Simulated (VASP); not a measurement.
# Mo3As (P6_3/mmc) in VASP: single point with PBE

Aim: the single point of Mo3As with PBE.

Everything below comes from runs of VASP 6.6.1. Logs are shortened: lines on timing, memory, paths and dates and some standing lists are left out, and cuts for length are marked.

### Step 1. The cell of the first run

The structure is hexagonal, space group P6_3/mmc (No. 194). The conventional cell has a = 5.455 Å, b = 5.455 Å, c = 4.776 Å, α = 90.00°, β = 90.00°, γ = 120.00°. Within 3.6 Å of Mo (site symmetry mm2) lie 8 Mo at 2.72 to 2.86 Å and 4 As at 2.73 to 2.86 Å. As (site symmetry -6m2) has 12 Mo at 2.73 to 2.86 Å within 3.6 Å.

### Step 2. Single point, PBE

INCAR

```
  PREC = Accurate
  ENCUT = 500
  EDIFF = 1E-6
  ISMEAR = 0
  SIGMA = 0.1
  LREAL = False
  LASPH = True
  NELM = 120
  ALGO = Normal
  ISIF = 2
  LWAVE = False
  LCHARG = True
  GGA = PE
  LELF = True
  LVHAR = True
  NBANDS = 57
  GGA_COMPAT = False
```

KPOINTS

```
Automatic mesh
0
Gamma
  12 12 8
```

POSCAR

```
Mo3As
1.0
    5.4545618924      0.0000000000      0.0000000000
   -2.7272809462      4.7237891653      0.0000000000
    0.0000000000      0.0000000000      4.7763173203
Mo As
6 2
Direct
    0.8331287164      0.6662574328      0.2500000000
    0.1668712836      0.8331287164      0.7500000000
    0.6662574328      0.8331287164      0.7500000000
    0.3337425672      0.1668712836      0.2500000000
    0.8331287164      0.1668712836      0.2500000000
    0.1668712836      0.3337425672      0.7500000000
    0.3333333333      0.6666666667      0.2500000000
    0.6666666667      0.3333333333      0.7500000000
```

Potentials or basis: VASP PAW PBE potentials, release 64 (Mo_sv, As).

On the command line:

```console
$ cat potpaw_PBE.64/Mo_sv/POTCAR potpaw_PBE.64/As/POTCAR > POTCAR
$ mpirun -np 1 vasp_std > vasp.out
```

OUTCAR:

```text
PREC = Accurate
   ENCUT = 500
   EDIFF = 1E-6
   ISMEAR = 0
   LREAL = False
   LASPH = True
   NELM = 120
   ISIF = 2
   GGA = PE

 ion  position               nearest neighbor table
   1  0.833  0.666  0.250-   4 2.72   5 2.72   7 2.73   7 2.73   5 2.73   4 2.73   8 2.86   8 2.86
                             3 2.86   3 2.86   2 2.86   2 2.86
   2  0.167  0.833  0.750-   6 2.72   3 2.72   8 2.73   8 2.73   6 2.73   3 2.73   7 2.86   7 2.86
                             4 2.86   4 2.86   1 2.86   1 2.86
   3  0.666  0.833  0.750-   6 2.72   2 2.72   8 2.73   8 2.73   6 2.73   2 2.73   7 2.86   7 2.86
                             5 2.86   5 2.86   1 2.86   1 2.86
   4  0.334  0.167  0.250-   1 2.72   5 2.72   7 2.73   7 2.73   1 2.73   5 2.73   8 2.86   8 2.86
                             2 2.86   2 2.86   6 2.86   6 2.86
   5  0.833  0.167  0.250-   1 2.72   4 2.72   7 2.73   7 2.73   1 2.73   4 2.73   8 2.86   8 2.86
                             3 2.86   3 2.86   6 2.86   6 2.86
   6  0.167  0.334  0.750-   2 2.72   3 2.72   8 2.73   8 2.73   2 2.73   3 2.73   7 2.86   7 2.86
                             4 2.86   4 2.86   5 2.86   5 2.86
   7  0.333  0.667  0.250-   4 2.73   1 2.73   5 2.73   5 2.73   4 2.73   1 2.73   2 2.86   2 2.86
                             6 2.86   6 2.86   3 2.86   3 2.86
   8  0.667  0.333  0.750-   3 2.73   6 2.73   2 2.73   2 2.73   3 2.73   6 2.73   5 2.86   5 2.86
                             1 2.86   1 2.86   4 2.86   4 2.86

  LATTYP: Found a hexagonal cell.
 ALAT       =     5.4545618924
 C/A-ratio  =     0.8756555365

  Lattice vectors:

 A1 = (   5.4545618924,   0.0000000000,   0.0000000000)
 A2 = (  -2.7272809462,   4.7237891653,   0.0000000000)
 A3 = (   0.0000000000,   0.0000000000,   4.7763173203)

Analysis of symmetry for initial positions (statically):
=====================================================================
 Subroutine PRICEL returns:
 Original cell was already a primitive cell.

 Routine SETGRP: Setting up the symmetry group for a
 hexagonal supercell.

 Subroutine GETGRP returns: Found 24 space group operations
 (whereof 12 operations were pure point group operations)
 out of a pool of 24 trial point group operations.

The static configuration has the point symmetry D_3d.
 The point group associated with its full space group is D_6h.

Analysis of symmetry for dynamics (positions and initial velocities):
=====================================================================
 Subroutine PRICEL returns:
 Original cell was already a primitive cell.

 Routine SETGRP: Setting up the symmetry group for a
 hexagonal supercell.

 Subroutine GETGRP returns: Found 24 space group operations
 (whereof 12 operations were pure point group operations)
 out of a pool of 24 trial point group operations.

The dynamic configuration has the point symmetry D_3d.
 The point group associated with its full space group is D_6h.

 Subroutine INISYM returns: Found 24 space group operations
 (whereof 12 operations are pure point group operations),
 and found     1 'primitive' translations

----------------------------------------------------------------------------------------

                                     Primitive cell

  volume of cell :     123.0675

  direct lattice vectors                    reciprocal lattice vectors
     5.454561892  0.000000000  0.000000000     0.183332781  0.105847230  0.000000000
    -2.727280946  4.723789165  0.000000000     0.000000000  0.211694461  0.000000000
     0.000000000  0.000000000  4.776317320     0.000000000  0.000000000  0.209366324

  length of vectors
     5.454561892  5.454561892  4.776317320     0.211694461  0.211694461  0.209366324

  position of ions in fractional coordinates (direct lattice)
     0.833128716  0.666257433  0.250000000
     0.166871284  0.833128716  0.750000000
     0.666257433  0.833128716  0.750000000
     0.333742567  0.166871284  0.250000000
     0.833128716  0.166871284  0.250000000
     0.166871284  0.333742567  0.750000000
     0.333333333  0.666666667  0.250000000
     0.666666667  0.333333333  0.750000000

  ion indices of the primitive-cell ions
   primitive index   ion index
                 1           1
                 2           2
                 3           3
                 4           4
                 5           5
                 6           6
                 7           7
                 8           8

----------------------------------------------------------------------------------------

 KPOINTS: Automatic mesh

Automatic generation of k-mesh.
 Grid dimensions read from file:
 generate k-points for:   12   12    8

 Generating k-lattice:

  Cartesian coordinates                     Fractional coordinates (reciprocal lattice)
     0.015277732  0.008820603  0.000000000     0.083333333  0.000000000  0.000000000
     0.000000000  0.017641205  0.000000000     0.000000000  0.083333333  0.000000000
     0.000000000  0.000000000  0.026170791     0.000000000  0.000000000  0.125000000

  Length of vectors
     0.017641205  0.017641205  0.026170791

  Shift w.r.t. Gamma in fractional coordinates (k-lattice)
     0.000000000  0.000000000  0.000000000

 Subroutine IBZKPT returns following result:
 ===========================================

 Found     95 irreducible k-points:

 Following reciprocal coordinates:
            Coordinates               Weight
  0.000000  0.000000  0.000000      1.000000
  0.083333  0.000000  0.000000      6.000000
  0.166667  0.000000  0.000000      6.000000
  0.250000  0.000000  0.000000      6.000000
  0.333333  0.000000  0.000000      6.000000
  0.416667  0.000000  0.000000      6.000000
[... 16 lines left out ...]
  0.250000  0.000000  0.125000     12.000000
  0.333333  0.000000  0.125000     12.000000
 [... further k-points ...]
   k-points           NKPTS =     95   k-points in BZ     NKDIM =     95   number of bands    NBANDS=     57
   number of dos      NEDOS =    301   number of ions     NIONS =      8
   total plane-waves  NPLWV =  57600
   dimension x,y,z NGX =    40 NGY =   40 NGZ =   36
   dimension x,y,z NGXF=    80 NGYF=   80 NGZF=   72
   ions per type =               6   2
   NGX,Y,Z   is equivalent  to a cutoff of  12.19, 12.19, 12.53 a.u.
   NGXF,Y,Z  is equivalent  to a cutoff of  24.38, 24.38, 25.06 a.u.
 SYSTEM =  unknown system
   PREC   = accura    normal or accurate (medium, high low for compatibility)
   ISTART =      0    job   : 0-new  1-cont  2-samecut
   ICHARG =      2    charge: 1-file 2-atom 10-const
   ISPIN  =      1    spin polarized calculation?
   LNONCOLLINEAR =      F non collinear calculations
   LSORBIT =      F    spin-orbit coupling
   LASPH  =      T    aspherical Exc in radial PAW
   ENCUT  =  500.0 eV  36.75 Ry    6.06 a.u.   9.94  9.94  8.71*2*pi/ulx,y,z
   NELM   =    120;   NELMIN=  2; NELMDL= -5     # of ELM steps
   EDIFF  = 0.1E-05   stopping-criterion for ELM
   LREAL  =      F    real-space projection
   EDIFFG = 0.1E-04   stopping-criterion for IOM
   NSW    =      0    number of steps for IOM
   IBRION =     -1    ionic relax: 0-MD 1-quasi-New 2-CG
   NFREE  =      0    steps in history (QN), initial steepest desc. (CG)
   ISIF   =      2    stress and relaxation
   ISYM   =      2    0-nonsym 1-usesym 2-fastsym
   POTIM  = 0.5000    time-step for ionic-motion
   TEBEG  =    0.0;   TEEND  =   0.0 temperature during run
   PSTRESS=    0.0 pullay stress
   NELECT =      94.0000    total number of electrons
   NUPDOWN=      -1.0000    fix difference up-down
   EMIN   =  10.00;   EMAX   =-10.00  energy-range for DOS
   EFERMI =   0.00;   METHOD = LEGACY
   ISMEAR =     0;   SIGMA  =   0.10  broadening in eV -4-tet -1-fermi 0-gaus
   EFERMI_NEDOS =   21; number of points for ismear=-14 and -15
   IALGO  =     38    algorithm
   IMIX   =      4    mixing-type and parameters
     AMIX     =   0.40;   BMIX     =  1.00
     AMIX_MAG =   1.60;   BMIX_MAG =  1.00
  volume/ion in A,a.u.               =      15.38       103.81
  Fermi-wavevector in a.u.,A,eV,Ry     =   1.496475  2.827929 30.469415  2.239439
  Thomas-Fermi vector in A             =   2.608487
   LORBIT       =      0    0 simple, 1 ext, 2 COOP (PROOUT), +10 PAW based schemes
   GGA     = PE    functional components
   LHFCALC =     F    Hartree Fock is set to
   AEXX    =    0.0000 exact exchange contribution
   IVDW    =     0    specifies the selected vdW correction
   LEPSILON=     F    determine dielectric tensor
   LRPA    =     F    only Hartree local field effects (RPA)
 non-spin polarized calculation
 Gauss-broadening in eV      SIGMA  =   0.10
  energy-cutoff  :      500.00
  volume of cell :      123.07
 maximum number of plane-waves:      3150
 NGX is ok and might be reduce to    40
   NGX = 19   NGY = 19   NGZ = 17

 number of electron      94.0000001 magnetization

 Free energy of the ion-electron system (eV)
  ---------------------------------------------------
  ext. energy  EPLUGINS =         0.00000000
  ---------------------------------------------------
  free energy    TOTEN  =       -73.96783610 eV

  energy without entropy =      -73.94645117  energy(sigma->0) =      -73.95714363

 E-fermi :  12.2526     XC(G=0): -13.0138

 val. band max:       12.2494216973   @ k =   0.3333   0.3333   0.2500
 cond. band min:      12.2576117909   @ k =   0.0833   0.0833   0.5000
 fundamental gap:      0.0081900936
 Fermi energy:        12.2525531616

 k-point     1 :       0.0000    0.0000    0.0000
  band No.  band energies     occupation
      1     -49.0177      2.00000
      2     -48.8833      2.00000
      3     -48.8102      2.00000
      4     -48.8102      2.00000
      5     -48.7460      2.00000
      6     -48.7460      2.00000
[... 49 lines left out ...]
     56      14.0618      0.00000
     57      14.0618      0.00000

 k-point     2 :       0.0833    0.0000    0.0000
  band No.  band energies     occupation
      1     -49.0147      2.00000
      2     -48.8815      2.00000
      3     -48.8133      2.00000
      4     -48.8102      2.00000
      5     -48.7479      2.00000
      6     -48.7459      2.00000
[... 49 lines left out ...]
     56      14.0261      0.00000
     57      14.0656      0.00000

 k-point     3 :       0.1667    0.0000    0.0000
  band No.  band energies     occupation
      1     -49.0059      2.00000
      2     -48.8765      2.00000
      3     -48.8219      2.00000
      4     -48.8105      2.00000
      5     -48.7537      2.00000
      6     -48.7458      2.00000
[... 1194 lines left out ...]
      1     -48.9871      2.00000
      2     -48.8751      2.00000
      3     -48.8305      2.00000
      4     -48.8083      2.00000
      5     -48.7660      2.00000
      6     -48.7480      2.00000
[... 49 lines left out ...]
     56      14.0943      0.00000
     57      14.5663      0.00000

 k-point    24 :       0.3333    0.0000    0.1250
  band No.  band energies     occupation
      1     -48.9696      2.00000
      2     -48.8758      2.00000
      3     -48.8355      2.00000
      4     -48.8086      2.00000
      5     -48.7786      2.00000
      6     -48.7479      2.00000
[... 49 lines left out ...]
     56      14.2332      0.00000
     57      14.4262      0.00000

 [... further k-points ...]

------------------------ aborting loop because EDIFF is reached ----------------------------------------

  FORCE on cell =-STRESS in cart. coord.  units (eV):
  Direction    XX          YY          ZZ          XY          YZ          ZX
  --------------------------------------------------------------------------------------
  -------------------------------------------------------------------------------------
  Total        0.4299600      0.4299600      0.3594517     -0.0000000      0.0000000      0.0000000
  in kB        5.5975131      5.5975131      4.6795872     -0.0000000      0.0000000      0.0000000
  external PRESSURE =       5.2915378 kB  Pullay stress =       0.0000000 kB

 VOLUME and BASIS-vectors are now :
 -----------------------------------------------------------------------------
  energy-cutoff  :      500.00
  volume of cell :      123.07
      direct lattice vectors                 reciprocal lattice vectors
     5.454561892  0.000000000  0.000000000     0.183332781  0.105847230  0.000000000
    -2.727280946  4.723789165  0.000000000     0.000000000  0.211694461  0.000000000
     0.000000000  0.000000000  4.776317320     0.000000000  0.000000000  0.209366324

 POSITION                                       TOTAL-FORCE (eV/Angst)
 -----------------------------------------------------------------------------------
      2.72728      3.14726      1.19408        -0.000000      0.002483      0.000000
     -1.36197      3.93552      3.58224        -0.002150      0.001242     -0.000000
      1.36197      3.93552      3.58224         0.002150      0.001242      0.000000
      1.36531      0.78826      1.19408        -0.002150     -0.001242      0.000000
      4.08925      0.78826      1.19408         0.002150     -0.001242     -0.000000
      0.00000      1.57653      3.58224         0.000000     -0.002483     -0.000000
     -0.00000      3.14919      1.19408        -0.000000     -0.000000     -0.000000
      2.72728      1.57460      3.58224         0.000000     -0.000000     -0.000000
 -----------------------------------------------------------------------------------
    total drift:                               -0.000001      0.000000      0.000000

  FREE ENERGIE OF THE ION-ELECTRON SYSTEM (eV)
  ---------------------------------------------------
  free  energy   TOTEN  =       -73.9678360961 eV

  energy  without entropy=      -73.9464511734  energy(sigma->0) =      -73.95714363
```

It took 8.7 min on 1 thread of Intel Xeon Platinum 8259CL at 2.50GHz (Skylake/Cascade Lake), shared host; peak memory 0.54 GiB.

What came out:

```yaml
Free_energy: -73.9678 eV
Pressure: 0.5 GPa
Band_gap_on_the_k_mesh: zero (bands 47 and 48 overlap by 1.11 eV)
```

Forces on the atoms (eV/Å):
```
Mo   0.000  0.002  0.000
Mo  -0.002  0.001  0.000
Mo   0.002  0.001  0.000
Mo  -0.002 -0.001  0.000
Mo   0.002 -0.001  0.000
Mo   0.000 -0.002  0.000
As   0.000  0.000  0.000
As   0.000  0.000  0.000
```
